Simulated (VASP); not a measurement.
Set up this calculation in VASP 6.6.1, as the native input.

- Task: single point
- Functional: r2SCAN
- Potentials or basis: VASP PAW PBE potentials, release 64 (In_d, As)
- Cutoff: 550 eV
- k mesh: 13 × 13 × 13
- Occupations: fermi-dirac, width 0.05 eV
- Spin: no spin polarisation
- Dipole correction: no
- Further INCAR settings: ALGO = Normal; EDIFF = 1e-06; NBANDS = 16

The system is InAs (rocksalt type).

```
In As
1.0
     0.00000    2.54699    2.54699
     2.54699    0.00000    2.54699
     2.54699    2.54699    0.00000
In As
1 1
Direct
  0.00000 0.00000 0.00000
  0.50000 0.50000 0.50000
```

The input as run:

POSCAR

```
InAs
1.0
    0.0000000000      2.5469929362      2.5469929362
    2.5469929362      0.0000000000      2.5469929362
    2.5469929362      2.5469929362      0.0000000000
In As
1 1
Direct
    0.0000000000      0.0000000000      0.0000000000
    0.5000000000      0.5000000000      0.5000000000
```

INCAR.step1

```
PREC = Accurate
ENCUT = 550
ISMEAR = -1
SIGMA = 0.05
LREAL = False
LASPH = True
NELM = 120
NBANDS = 16
GGA = PE
ALGO = Normal
EDIFF = 1E-5
LWAVE = True
LCHARG = False
GGA_COMPAT = False
```

INCAR.step2

```
PREC = Accurate
ENCUT = 550
EDIFF = 1E-6
ISMEAR = -1
SIGMA = 0.05
LREAL = False
LASPH = True
NELM = 120
ALGO = Normal
ISIF = 2
LWAVE = False
LCHARG = True
METAGGA = R2SCAN
LMIXTAU = True
LELF = True
LVHAR = True
NBANDS = 16
ISTART = 1
GGA_COMPAT = False
```

KPOINTS

```
regular mesh
0
Gamma
  13 13 13
```

Potentials or basis: VASP PAW PBE potentials, release 64 (In_d, As).

The run is started by

```sh
$ cat potpaw_PBE.64/In_d/POTCAR potpaw_PBE.64/As/POTCAR > POTCAR
$ cp INCAR.step1 INCAR
$ mpirun -np 1 vasp_std > vasp.out
$ cp INCAR.step2 INCAR
$ mpirun -np 1 vasp_std > vasp.out
```

Results of the run:

| Property | Result |
| --- | --- |
| Pressure | 52.2 GPa |
| Band gap on the k mesh | zero (bands 9 and 10 overlap by 2.79 eV) |

Caveat: the cell stands under pressure; the PAW data sets were made with another functional, which shifts forces and pressure a little; spin-orbit coupling is left out, which moves the levels of the heavy elements.

Wall time 2.5 min on 1 thread of AMD EPYC 7R13 Processor (Zen 3), on a shared host, peak memory 0.17 GiB.
